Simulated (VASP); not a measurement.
TaN, 2 atoms in the cell. It takes space group Cm (No. 8, monoclinic). The conventional cell has a = 5.089 Å, b = 2.938 Å, c = 2.883 Å, α = 90.00°, β = 90.00°, γ = 90.00°. Within 2.2 Å of Ta (site symmetry m) lie 1 N at 1.69 Å. Within 2.2 Å of N (site symmetry m) lie 1 Ta at 1.69 Å.  This cell differs from its parent crystal: shortest bond scaled by 0.76.

- Program: VASP 6.6.1
- Task: single point
- Functional: PBE
- Potentials or basis: VASP PAW PBE potentials, release 64 (Ta_pv, N)
- Cutoff: 520 eV
- k mesh: 9 × 9 × 8
- Occupations: fermi-dirac, width 0.03 eV
- Spin: no spin polarisation
- Dipole correction: no
- Further INCAR settings: ALGO = Normal; EDIFF = 1e-06; NBANDS = 15

Potentials or basis: VASP PAW PBE potentials, release 64 (Ta_pv, N).

Launch:

```console
$ cat potpaw_PBE.64/Ta_pv/POTCAR potpaw_PBE.64/N/POTCAR > POTCAR
$ mpirun -np 1 vasp_std > vasp.out
```

Hardware: 1 thread of Intel(R) Xeon(R) 6975P-C (Granite Rapids), on a shared host.

Task: How long does it take, and how much memory?

Result: Wall time 15 s on 1 thread of Intel(R) Xeon(R) 6975P-C (Granite Rapids), with other jobs on the host, peak memory 0.18 GiB. Counts: scf iterations 12, k points 185.
